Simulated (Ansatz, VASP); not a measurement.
## YbB2 in VASP and in Ansatz

The input POSCAR:

```
YbB2
1.0
    3.2294254605      0.0000000000      0.0000000000
   -1.6147127302      2.7967644884      0.0000000000
    0.0000000000      0.0000000000      3.8463098280
Yb B
1 2
Direct
    0.0000000000      0.0000000000      0.0000000000
    0.3333333333      0.6666666667      0.5000000000
    0.6666666667      0.3333333333      0.5000000000
```

The input INCAR.step1:

```
SYSTEM = YbB2
PREC = Accurate
ENCUT = 520
ISMEAR = 0
SIGMA = 0.05
LREAL = .False.
LASPH = .True.
NELM = 60
NBANDS = 22
GGA = PE
ALGO = Normal
EDIFF = 1E-4
LWAVE = .True.
LCHARG = .False.
```

The input INCAR.step2:

```
SYSTEM = YbB2
PREC = Accurate
ENCUT = 520
EDIFF = 1E-6
ISMEAR = 0
SIGMA = 0.05
LREAL = .False.
LASPH = .True.
NELM = 60
ALGO = Normal
ISIF = 2
LWAVE = .False.
LCHARG = .False.
METAGGA = R2SCAN
LMIXTAU = .True.
NBANDS = 22
ISTART = 1
```

KPOINTS

```
regular mesh
0
Gamma
  12 12 10
  0 0 0
```

Input for Ansatz:

```yaml
crystal:
  lattice:
    - [3.2294254605, 0.0, 0.0]
    - [-1.6147127302, 2.7967644884, 0.0]
    - [0.0, 0.0, 3.846309828]
  atoms:
    - { symbol: Yb, position: [0.0, 0.0, 0.0] }
    - { symbol: B, position: [0.3333333333, 0.6666666667, 0.5] }
    - { symbol: B, position: [0.6666666667, 0.3333333333, 0.5] }
basis:
  ecutwfc: 500
  ecutrho_ratio: 4
kpoints:
  mp_grid: { grid: [12, 12, 10] }
hamiltonian:
  xc: r2scan
scf:
  occupations: { method: gaussian, width: 0.05 }
output:
  forces: true
  stress: true
  eigenvalues: true
  populations: true
  hubbard: { sites: [{ species: Yb, l: f }] }
  write_density: true
  write_potential: true
  elf: true
  volumetric_format: npy
```

Alike in both runs: task single point; functional r2SCAN; k mesh 12 × 12 × 10; occupations gaussian, width 0.05 eV; no spin polarisation.

|  | VASP | Ansatz |
| --- | --- | --- |
| version | VASP 6.6.1 | Ansatz 0.2.0 |
| potentials or method | VASP PAW PBE potentials, release 64 (Yb, B), cutoff 520 eV | scalar-relativistic, plane waves, PAW |
| valence electrons in the cell | 30 | 30 |

|  | VASP | Ansatz | Ansatz less VASP |
| --- | --- | --- | --- |
| gap on the k mesh at the Fermi level (eV) | none | none | - |
| pressure (GPa) | -1.0 | -0.5 | +0.60 |
| traceless stress, the component that is largest in VASP (GPa) | -0.36 | -0.32 | +0.040 |

VASP's potentials were made for PBE, not for r2SCAN. A gap of «none» marks a metal or a gap that the smearing closes.

Spin-orbit coupling is off throughout.
